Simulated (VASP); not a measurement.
Input of a VASP 6.6.1 run:

File INCAR:

```
SYSTEM = Hf
PREC     = Accurate       ! precision mode
ENCUT    = 600            ! plane-wave cutoff, eV
EDIFF    = 1E-7           ! SCF threshold, eV
ISMEAR   = 0              ! smearing method
SIGMA    = 0.05           ! smearing width, eV
LREAL    = .False.        ! projectors in reciprocal space
LASPH    = .True.         ! aspherical terms in the spheres
NELM     = 100            ! most SCF steps
ALGO     = Fast           ! electronic algorithm
ISIF     = 3              ! what is computed and relaxed
LWAVE    = .False.        ! write WAVECAR
LCHARG   = .False.        ! write CHGCAR
GGA      = PS             ! functional
IBRION   = 2              ! ionic algorithm
NSW      = 80             ! ionic steps
EDIFFG   = -0.01          ! ionic threshold
```

File KPOINTS:

```
regular mesh
0
Gamma
  12 12 8
  0 0 0
```

POSCAR

```
Hf
1.0
    3.2000000000      0.0000000000      0.0000000000
   -1.6000000000      2.7712812921      0.0000000000
    0.0000000000      0.0000000000      5.0624000000
Hf
2
Direct
    0.3333333333      0.6666666667      0.7500000000
    0.6666666667      0.3333333333      0.2500000000
```

Potentials or basis: VASP PAW PBE potentials, release 64 (Hf_pv).

Launch:

```bash
$ cat potpaw_PBE.64/Hf_pv/POTCAR > POTCAR
$ mpirun -np 1 vasp_std > vasp.out
```

Task: What does it give for the space group after relaxing (to 0.05 Å)?

Result: P6_3/mmc (No. 194).

Task: What does it give for the band gap on the k mesh?

Result: Zero (band 10 reaches 6.21 eV, above the bottom of band 11 at 4.79 eV).

Task: What does it give for the relaxed cell?

Result: a = 3.153 Å, b = 3.153 Å, c = 4.998 Å, α = 90.00°, β = 90.00°, γ = 120.00°.

The path:
```tsv
step	energy change (eV)	largest force (eV/Å)	pressure (GPa)	volume (Å³)
1	0.0000	0.0000	-4.44	44.89
2	0.0124	0.0000	6.20	40.97
3	-0.0263	0.0000	-0.04	43.07
4	-0.0263	0.0000	0.05	43.04
5	-0.0264	0.0000	0.06	43.03
6	-0.0264	0.0000	0.06	43.03
7	-0.0264	0.0000	0.06	43.03
8	-0.0264	0.0000	0.07	43.03
```

Caveat: the PAW data sets were made with another functional, which shifts forces and pressure a little; spin-orbit coupling is left out, which moves the levels of the heavy elements.
